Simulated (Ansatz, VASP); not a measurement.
## Two plane-wave programs on Ta6N5

```
Ta N
1.0
     5.18734    0.00000    0.00000
    -2.59367    4.49237    0.00000
     0.00000    0.00000    5.80954
Ta N
6 5
Direct
  0.00500 0.99954 0.99951
  0.33286 0.66626 0.24942
  0.66612 0.33280 0.24943
  0.99619 0.99954 0.49951
  0.33286 0.66625 0.74956
  0.66611 0.33280 0.74957
  0.39986 0.99953 0.99949
  0.60940 0.60693 0.99949
  0.00201 0.39214 0.99949
  0.59902 0.60044 0.49950
  0.99811 0.39860 0.49951
```

Alike in both runs: functional PBEsol; k mesh 4 × 4 × 3; occupations fermi-dirac, width 0.5 eV; no spin polarisation.

Ansatz relaxed the structure, and its values are those at the end. VASP's run is a single point on that final structure, the one shown.

|  | VASP | Ansatz |
| --- | --- | --- |
| version | VASP 6.6.1 | Ansatz 0.2.0 |
| potentials or method | VASP PAW PBE potentials, release 64 (Ta_pv, N), cutoff 520 eV | plane-wave PAW DFT |
| valence electrons in the cell | 91 | 103 |

```csv
,VASP,Ansatz,Ansatz less VASP
rms of the force components (eV/Å),0.014,0.002,-0.0126
```

VASP's potentials were made for PBE, not for PBEsol, and Ansatz warns of the same on its side. With one functional, cell and mesh, what is left measures potentials, basis and numerics. VASP's potentials hold 91 valence electrons a cell and Ansatz's 103, so a difference there can come from the potentials and not from the codes.

The k mesh is coarse, so the values compare programs but aren't converged. Neither program's run includes spin-orbit coupling.
